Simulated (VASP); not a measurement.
Input of a VASP 6.6.1 run:

INCAR

```
  PREC = Accurate
  ENCUT = 520
  EDIFF = 1E-6
  ISMEAR = 0
  SIGMA = 0.1
  LREAL = F
  LASPH = T
  NELM = 80
  ALGO = Normal
  ISIF = 2
  LWAVE = F
  LCHARG = F
  GGA = PE
  NBANDS = 26
```

The input KPOINTS:

```
regular mesh
0
Gamma
  6 6 4
```

POSCAR

```
Mg2GaO3
1.0
    3.9225643074      0.0000000000      0.0000000000
   -1.9612821537      3.3970403382      0.0000000000
    0.0000000000      0.0000000000      6.2940400667
Mg Ga O
2 1 3
Direct
    0.3333333333      0.6666666667      0.2557500000
    0.6666666667      0.3333333333      0.7442500000
    0.0000000000      0.0000000000      0.0000000000
    0.3333333333      0.6666666667      0.6460000000
    0.6666666667      0.3333333333      0.3540000000
    0.0000000000      0.0000000000      0.5000000000
```

Potentials or basis: VASP PAW PBE potentials, release 64 (Mg, Ga_d, O).

Command:

```sh
$ cat potpaw_PBE.64/Mg/POTCAR potpaw_PBE.64/Ga_d/POTCAR potpaw_PBE.64/O/POTCAR > POTCAR
$ mpirun -np 1 vasp_std > vasp.out
```

Predict the pressure.

-8.4 GPa.

Estimate the largest force.

3.871 eV/Å.

Forces on the atoms (eV/Å):
```
Mg   0.000  0.000  3.871
Mg   0.000  0.000 -3.871
Ga   0.000  0.000  0.000
O    0.000  0.000  2.241
O    0.000  0.000 -2.241
O    0.000  0.000  0.000
```

Caveat: an odd number of electrons without spin polarisation forces a metal; a magnetic or distorted state may lie lower.
